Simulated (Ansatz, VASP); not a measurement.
## One calculation of Sn, two programs

```
Sn
1.0
     0.00000    2.49907    2.49907
     2.49907    0.00000    2.49907
     2.49907    2.49907    0.00000
Sn
1
Direct
  0.00000 0.00000 0.00000
```

Alike in both runs: task single point; functional RPBE; k mesh 13 × 13 × 13; occupations fermi-dirac, width 0.1 eV; no spin polarisation.

|  | VASP | Ansatz |
| --- | --- | --- |
| version | VASP 6.6.1 | Ansatz 0.2.0 |
| potentials or method | VASP PAW PBE potentials, release 64 (Sn_d), cutoff 520 eV | plane waves (420 eV) with PAW, scalar-relativistic |
| valence electrons in the cell | 14 | 14 |

```tsv
	VASP	Ansatz	Ansatz less VASP
pressure (GPa)	-2.7	-2.7	+0.04
```

VASP's potentials were made for PBE, not for RPBE.
